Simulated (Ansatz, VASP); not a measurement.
**Na7Bi: VASP beside Ansatz**

```
Na Bi
1.0
     0.00000    5.08134    5.08134
     5.08134    0.00000    5.08134
     5.08134    5.08134    0.00000
Na Bi
7 1
Direct
  0.50000 0.00000 0.00000
  0.00000 0.50000 0.50000
  0.00000 0.50000 0.00000
  0.50000 0.00000 0.50000
  0.00000 0.00000 0.50000
  0.50000 0.50000 0.00000
  0.50000 0.50000 0.50000
  0.00000 0.00000 0.00000
```

Change from the starting cell: relaxed end of: species swapped into the Zn7Tc type (Fm-3m, No. 225).

Alike in both runs: functional PBE; k mesh 6 × 6 × 6; occupations gaussian, width 0.1 eV; no spin polarisation.

Ansatz relaxed the structure, and its values are those at the end. VASP's run is a single point on that final structure, the one shown.

|  | VASP | Ansatz |
| --- | --- | --- |
| version | VASP 6.6.1 | Ansatz 0.2.0 |
| potentials or method | VASP PAW PBE potentials, release 64 (Na_pv, Bi_d), cutoff 520 eV | scalar-relativistic, plane waves, PAW |
| valence electrons in the cell | 64 | 78 |

```csv
,VASP,Ansatz,Ansatz less VASP
gap on the k mesh at the Fermi level (eV),none,none,-
pressure (GPa),0.0,0.0,+0.01
```

A gap of «none» marks a metal or a gap that the smearing closes. With one functional, cell and mesh, what is left measures potentials, basis and numerics. VASP's potentials hold 64 valence electrons a cell and Ansatz's 78, so a difference there can come from the potentials and not from the codes.

Spin-orbit coupling is off throughout.
